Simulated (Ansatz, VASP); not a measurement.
One calculation of MgO, two programs

Contents of INCAR:

```
PREC = Accurate ; ENCUT = 600
EDIFF = 1E-6 ; ISMEAR = 0
SIGMA = 0.05 ; LREAL = F
LASPH = T ; NELM = 120
ALGO = Normal ; ISIF = 2
LWAVE = F ; LCHARG = T
GGA = PE ; LELF = T
LVHAR = T ; NBANDS = 11
GGA_COMPAT = F
```

The input KPOINTS:

```
Automatic mesh
0
Gamma
  10 10 10
```

POSCAR

```
MgO
1.0
    0.0000000000      2.1095627621      2.1095627621
    2.1095627621      0.0000000000      2.1095627621
    2.1095627621      2.1095627621      0.0000000000
Mg O
1 1
Direct
    0.0000000000      0.0000000000      0.0000000000
    0.5000000000      0.5000000000      0.5000000000
```

Input for Ansatz:

```yaml
crystal:
  lattice:
    - [0.0, 2.1095627621, 2.1095627621]
    - [2.1095627621, 0.0, 2.1095627621]
    - [2.1095627621, 2.1095627621, 0.0]
  atoms:
    - { symbol: Mg, position: [0.0, 0.0, 0.0] }
    - { symbol: O, position: [0.5, 0.5, 0.5] }
basis:
  ecutwfc: 520.0
kpoints:
  mp_grid: { grid: [10, 10, 10] }
hamiltonian:
  xc: pbe
  pseudopotentials: { kind: paw, azcp: { folder: soft_1 } }
scf:
  occupations: { method: gaussian, width: 0.05 }
output:
  forces: true
  stress: true
  eigenvalues: true
  write_density: true
  write_potential: true
  elf: true
  volumetric_format: npy
```

Change from the starting cell: mode 6 frozen in at -0.000 Å, equal normal strain along x, y and z -0.0083.

Alike in both runs: task single point; functional PBE; k mesh 10 × 10 × 10; occupations gaussian, width 0.05 eV; no spin polarisation.

|  | VASP | Ansatz |
| --- | --- | --- |
| version | VASP 6.6.1 | Ansatz 0.2.0 |
| potentials or method | VASP PAW PBE potentials, release 64 (Mg, O), cutoff 600 eV | scalar-relativistic, plane waves, PAW |
| valence electrons in the cell | 8 | 16 |

```tsv
	VASP	Ansatz	Ansatz less VASP
gap on the k mesh at the Fermi level (eV)	4.68	4.70	+0.019
least direct gap on the mesh (eV)	4.68	4.70	+0.019
pressure (GPa)	2.9	3.9	+1.09
```

VASP's potentials hold 8 valence electrons a cell and Ansatz's 16, so a difference there can come from the potentials and not from the codes.
